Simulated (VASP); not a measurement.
Here is a VASP 6.6.1 calculation.

INCAR

```
SYSTEM = La
ALGO = Normal
EDIFF = 1E-6
ENCUT = 520
GGA = CA
ISIF = 2
ISMEAR = -1
LASPH = .TRUE.
LCHARG = .TRUE.
LELF = .TRUE.
LREAL = .FALSE.
LVHAR = .TRUE.
LWAVE = .FALSE.
NBANDS = 12
NELM = 100
PREC = Accurate
SIGMA = 0.1
```

Contents of KPOINTS:

```
k-points
0
G
  12 12 12
  0 0 0
```

File POSCAR:

```
La
1.0
    0.0000000000      2.4853377465      2.4853377465
    2.4853377465      0.0000000000      2.4853377465
    2.4853377465      2.4853377465      0.0000000000
La
1
Direct
    0.0000000000      0.0000000000      0.0000000000
```

Potentials or basis: VASP PAW LDA potentials, release 64 (La).

Launch:

```bash
$ cat potpaw_LDA.64/La/POTCAR > POTCAR
$ mpirun -np 1 vasp_std > vasp.out
```

Predict the pressure.

1.4 GPa.
